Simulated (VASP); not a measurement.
# PbO2 (I4/mmm) in VASP: a series of runs, part 2 of 2

VASP 6.6.1.

## (4) Single point, PBEsol

This run uses another cell than the first one, of 13.68 Å³/atom, 1.062 times its volume.

INCAR reads:

```
SYSTEM = PbO2
PREC     = Accurate       ! precision mode
ENCUT    = 520            ! plane-wave cutoff, eV
EDIFF    = 1E-7           ! SCF threshold, eV
ISMEAR   = -1             ! smearing method
SIGMA    = 0.05           ! smearing width, eV
LREAL    = .FALSE.        ! projectors in reciprocal space
LASPH    = .TRUE.         ! aspherical terms in the spheres
NELM     = 80             ! most SCF steps
ALGO     = Normal         ! electronic algorithm
ISIF     = 2              ! what is computed and relaxed
LWAVE    = .FALSE.        ! write WAVECAR
LCHARG   = .TRUE.         ! write CHGCAR
GGA      = PS             ! functional
LELF     = .TRUE.         ! ELF
LVHAR    = .TRUE.       
NBANDS   = 20             ! bands
```

KPOINTS reads:

```
regular mesh
0
G
  7 7 7
  0 0 0
```

POSCAR reads:

```
PbO2
1.0
    0.0000000000      2.7560318400      2.7019920000
    2.7560318400      0.0000000000      2.7019920000
    2.7560318400      2.7560318400      0.0000000000
Pb O
1 2
Direct
    0.0000000000      0.0000000000      0.0000000000
    0.7500000000      0.7500000000      0.7500000000
    0.2500000000      0.2500000000      0.2500000000
```

Potentials or basis: VASP PAW PBE potentials, release 64 (Pb_d, O).

The run is started by

```
cat potpaw_PBE.64/Pb_d/POTCAR potpaw_PBE.64/O/POTCAR > POTCAR
mpirun -np 1 vasp_std > vasp.out
```

OUTCAR:

```text
SYSTEM = PbO2
   PREC = Accurate
   ENCUT = 520
   EDIFF = 1E-7
   ISMEAR = -1
   LREAL = .FALSE.
   LASPH = .TRUE.
   NELM = 80
   ISIF = 2
   GGA = PS

 ion  position               nearest neighbor table
   1  0.000  0.000  0.000-   2 2.37   2 2.37   2 2.37   2 2.37   3 2.37   3 2.37   3 2.37   3 2.37

   2  0.750  0.750  0.750-   1 2.37   1 2.37   1 2.37   1 2.37
   3  0.250  0.250  0.250-   1 2.37   1 2.37   1 2.37   1 2.37

  LATTYP: Found a body centered tetragonal cell.
 ALAT       =     3.8976176065
 C/A-ratio  =     1.3864838847

  Lattice vectors:

 A1 = (   0.0000000000,  -2.7560318400,  -2.7019920000)
 A2 = (   0.0000000000,   2.7560318400,  -2.7019920000)
 A3 = (   2.7560318400,   0.0000000000,   2.7019920000)

Analysis of symmetry for initial positions (statically):
=====================================================================
 Subroutine PRICEL returns:
 Original cell was already a primitive cell.

 Routine SETGRP: Setting up the symmetry group for a
 body centered tetragonal supercell.

 Subroutine GETGRP returns: Found 16 space group operations
 (whereof 16 operations were pure point group operations)
 out of a pool of 16 trial point group operations.

The static configuration has the point symmetry D_4h.

Analysis of symmetry for dynamics (positions and initial velocities):
=====================================================================
 Subroutine PRICEL returns:
 Original cell was already a primitive cell.

 Routine SETGRP: Setting up the symmetry group for a
 body centered tetragonal supercell.

 Subroutine GETGRP returns: Found 16 space group operations
 (whereof 16 operations were pure point group operations)
 out of a pool of 16 trial point group operations.

The dynamic configuration has the point symmetry D_4h.

[... 108 lines left out ...]
   POTIM  = 0.5000    time-step for ionic-motion
   TEBEG  =    0.0;   TEEND  =   0.0 temperature during run
   PSTRESS=    0.0 pullay stress
   NELECT =      26.0000    total number of electrons
   NUPDOWN=      -1.0000    fix difference up-down
   EMIN   =  10.00;   EMAX   =-10.00  energy-range for DOS
   EFERMI =   0.00;   METHOD = LEGACY
   ISMEAR =    -1;   SIGMA  =   0.05  broadening in eV -4-tet -1-fermi 0-gaus
   EFERMI_NEDOS =   21; number of points for ismear=-14 and -15
   IALGO  =     38    algorithm
   IMIX   =      4    mixing-type and parameters
     AMIX     =   0.40;   BMIX     =  1.00
     AMIX_MAG =   1.60;   BMIX_MAG =  1.00
  volume/ion in A,a.u.               =      13.68        92.33
  Fermi-wavevector in a.u.,A,eV,Ry     =   1.405956  2.656872 26.894809  1.976713
  Thomas-Fermi vector in A             =   2.528365
   LORBIT       =      0    0 simple, 1 ext, 2 COOP (PROOUT), +10 PAW based schemes
   GGA     = PS    functional components
   LHFCALC =     F    Hartree Fock is set to
   AEXX    =    0.0000 exact exchange contribution
   IVDW    =     0    specifies the selected vdW correction
   LEPSILON=     F    determine dielectric tensor
   LRPA    =     F    only Hartree local field effects (RPA)
 non-spin polarized calculation
  energy-cutoff  :      520.00
  volume of cell :       41.05
 maximum number of plane-waves:      1114
 NGX is ok and might be reduce to    30
   NGX = 15   NGY = 15   NGZ = 15

 number of electron      25.9999990 magnetization

 Free energy of the ion-electron system (eV)
  ---------------------------------------------------
  ext. energy  EPLUGINS =         0.00000000
  ---------------------------------------------------
  free energy    TOTEN  =       -16.68322093 eV

  energy without entropy =      -16.67447094  energy(sigma->0) =      -16.67884594

 E-fermi :   5.0032     XC(G=0): -11.2055

 val. band max:        4.9586518686   @ k =  -0.2857   0.4286   0.1429
 cond. band min:       5.0536935502   @ k =   0.1429   0.0000   0.0000
 fundamental gap:      0.0950416816
 Fermi energy:         5.0032404075

 k-point     1 :       0.0000    0.0000    0.0000
  band No.  band energies     occupation
      1     -13.1709      2.00000
      2     -10.5814      2.00000
      3     -10.5814      2.00000
      4     -10.5628      2.00000
      5     -10.5281      2.00000
      6     -10.3718      2.00000
[... 541 lines left out ...]
     19      20.0856      0.00000
     20      22.3991      0.00000

 [... further k-points ...]
[... 5 lines left out ...]
  --------------------------------------------------------------------------------------
  -------------------------------------------------------------------------------------
  Total       -2.8419000     -2.8419000     -1.8614710      0.0000000      0.0000000     -0.0000000
  in kB     -110.9268969   -110.9268969    -72.6581496      0.0000000      0.0000000     -0.0000000
  external PRESSURE =     -98.1706478 kB  Pullay stress =       0.0000000 kB

 VOLUME and BASIS-vectors are now :
 -----------------------------------------------------------------------------
  energy-cutoff  :      520.00
  volume of cell :       41.05
      direct lattice vectors                 reciprocal lattice vectors
     0.000000000  2.756031840  2.701992000    -0.181420255  0.181420255  0.185048660
     2.756031840  0.000000000  2.701992000     0.181420255 -0.181420255  0.185048660
     2.756031840  2.756031840  0.000000000     0.181420255  0.181420255 -0.185048660

 POSITION                                       TOTAL-FORCE (eV/Angst)
 -----------------------------------------------------------------------------------
      0.00000      0.00000      0.00000        -0.000000      0.000000     -0.000000
      4.13405      4.13405      4.05299        -0.000000     -0.000000     -0.000000
      1.37802      1.37802      1.35100         0.000000     -0.000000      0.000000
 -----------------------------------------------------------------------------------
    total drift:                                0.000000     -0.000000      0.000000

  FREE ENERGIE OF THE ION-ELECTRON SYSTEM (eV)
  ---------------------------------------------------
  free  energy   TOTEN  =       -16.6832209267 eV

  energy  without entropy=      -16.6744709437  energy(sigma->0) =      -16.67884594
```

Wall time 30 s (1 thread of Intel Xeon 6975P-C, shared host); peak memory 0.19 GiB.

Results:

```yaml
Free_energy: -16.6832 eV
Pressure: -9.8 GPa
Band_gap_on_the_k_mesh: zero (band 13 reaches 4.96 eV, above the bottom of band 14 at 4.01 eV)
```

Stress tensor (GPa, compression positive):
```
-11.09   0.00   0.00
  0.00 -11.09   0.00
  0.00   0.00  -7.27
```

Caveat: the PAW data sets were made with another functional, which shifts forces and pressure a little; spin-orbit coupling is left out, which moves the levels of the heavy elements.

## (5) Overview

```csv
cell,gap on the mesh (eV),pressure (GPa)
"a = 3.802, b = 3.802, c = 3.783 Å, angles 60.2, 60.2, 59.7°, 3 atoms",none,-3.0
"a = 3.840, b = 3.840, c = 3.859 Å, angles 59.8, 59.8, 60.3°, 3 atoms",none,-7.8
"a = 3.860, b = 3.860, c = 3.898 Å, angles 59.7, 59.7, 60.7°, 3 atoms",none,-9.8
```

Alike in all rows: task single point; level PBEsol; potentials or basis VASP PAW PBE potentials, release 64 (Pb_d, O); no spin polarisation; k mesh 7 × 7 × 7; cutoff (eV) 520; smearing fermi-dirac 0.05 eV.

Caveats: the PAW data sets were made with another functional, which shifts forces and pressure a little; spin-orbit coupling is left out, which moves the levels of the heavy elements.

Total energies depend on the potentials used, so only differences within one code and one set of settings carry meaning.
